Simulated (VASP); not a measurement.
Cu: relaxation of cell and atoms with PBE+D3(BJ)

The system is Cu.

```xyz
1
Lattice="0.0000 1.8250 1.8250 1.8250 0.0000 1.8250 1.8250 1.8250 0.0000" Properties=species:S:1:pos:R:3 pbc="T T T"
Cu    0.0000    0.0000    0.0000
```

```json
{"Program": "VASP 6.6.1", "Task": "relaxation of cell and atoms", "Functional": "PBE", "Dispersion": "D3(BJ)", "Potentials or basis": "VASP PAW PBE potentials, release 64 (Cu_sv_GW)", "Cutoff": "820 eV", "k mesh": "10 × 10 × 10", "Occupations": "gaussian, width 0.1 eV", "Spin": "no spin polarisation", "Dipole correction": "no", "Further INCAR settings": "ALGO = Normal; EDIFF = 1e-07; IBRION = 2; EDIFFG = -0.05; NSW = 100; ISIF = 3"}
```

* Relaxed volume: 11.26 Å³/atom
* Relaxed cell: a = 2.516 Å, b = 2.516 Å, c = 2.516 Å, α = 60.00°, β = 60.00°, γ = 60.00°
* Space group after relaxing (to 0.1 Å): Fm-3m (No. 225)
* Energy gained by relaxing: 34.3 meV/atom
* Ionic steps: 3
* Pressure after relaxing: -0.2 GPa
* Band gap on the k mesh: zero (an odd number of electrons rules out a gap without spin polarisation)
* Dispersion energy per atom: -0.612 eV

The path:
```tsv
step	energy change (eV)	largest force (eV/Å)	pressure (GPa)	volume (Å³)
1	0.0000	0.0000	-11.45	12.16
2	-0.0171	0.0000	10.29	10.69
3	-0.0343	0.0000	-0.16	11.26
```

Final structure:
```xyz
1
Lattice="0.0000 1.7791 1.7791 1.7791 0.0000 1.7791 1.7791 1.7791 0.0000" Properties=species:S:1:pos:R:3 pbc="T T T"
Cu    0.0000    0.0000    0.0000
```

Levels at points of the mesh, in eV from the Fermi level:
```csv
k point,band 6,band 7,band 8,band 9,band 10,band 11,band 12,band 13
"(0.00, 0.00, 0.00)",-3.04,-3.04,-3.04,-2.14,-2.14,23.10,26.08,26.08
"(0.50, 0.00, 0.00)",-3.08,-3.08,-1.53,-1.53,-1.08,4.11,21.56,22.89
"(0.50, 0.50, 0.00)",-4.56,-1.54,-1.37,-1.37,1.52,7.55,13.52,13.52
```

Wall time 33 s on 1 thread of Intel(R) Xeon(R) Platinum 8259CL CPU @ 2.50GHz (Skylake/Cascade Lake) (shared host), peak memory 0.17 GiB.
